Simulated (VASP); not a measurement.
Write the native input for VASP 6.6.1 that does the following.

| Item | Value |
| --- | --- |
| Task | single point |
| Functional | BLYP |
| Dispersion | D4 |
| Potentials or basis | VASP PAW PBE potentials, release 64 (Mo_sv, Si) |
| Cutoff | 520 eV |
| k mesh | 12 × 12 × 12 |
| Occupations | fermi-dirac, width 0.05 eV |
| Spin | no spin polarisation |
| Dipole correction | no |
| Further INCAR settings | ALGO = Normal; EDIFF = 1e-07; NBANDS = 18 |

The structure of Si2Mo lies in POSCAR:

```
Si2Mo
1.0
   -1.6021499204      1.6021499204      3.9037329635
    1.6021499204     -1.6021499204      3.9037329635
    1.6021499204      1.6021499204     -3.9037329635
Mo Si
1 2
Direct
    0.0000000000      0.0000000000      0.0000000000
    0.6645810516      0.6645810516      0.0000000000
    0.3354189484      0.3354189484      0.0000000000
```

The input as run:

INCAR

```
AGGAC = 1.0 ; AGGAX = 1.0
ALDAC = 0.0 ; ALDAX = 1.0
ALGO = Normal ; EDIFF = 1E-7
ENCUT = 520 ; GGA = B5
ISIF = 2 ; ISMEAR = -1
IVDW = 13 ; LASPH = True
LCHARG = False ; LREAL = False
LWAVE = False ; NBANDS = 18
NELM = 80 ; PREC = Accurate
SIGMA = 0.05 ; VDW_A1 = 0.44488865
VDW_A2 = 4.0933009 ; VDW_S6 = 1.0
VDW_S8 = 2.34076671
```

KPOINTS

```
k-points
0
Gamma
  12 12 12
```

Potentials or basis: VASP PAW PBE potentials, release 64 (Mo_sv, Si).

The run is started by

```console
$ cat potpaw_PBE.64/Mo_sv/POTCAR potpaw_PBE.64/Si/POTCAR > POTCAR
$ mpirun -np 1 vasp_std > vasp.out
```

Results of the run:

```
Pressure                   : 0.9 GPa
Largest force              : 0.006 eV/Å
Band gap on the k mesh     : zero (band 11 reaches 13.20 eV, above the bottom of band 12 at 12.29 eV)
Dispersion energy per atom : -1.074 eV
```

Caveat: the PAW data sets were made with another functional, which shifts forces and pressure a little; pairwise dispersion overbinds metals, which lowers pressure and volume.

Wall time 120 s on 1 thread of Intel(R) Xeon(R) 6975P-C (Granite Rapids), with other jobs on the host, peak memory 0.26 GiB.
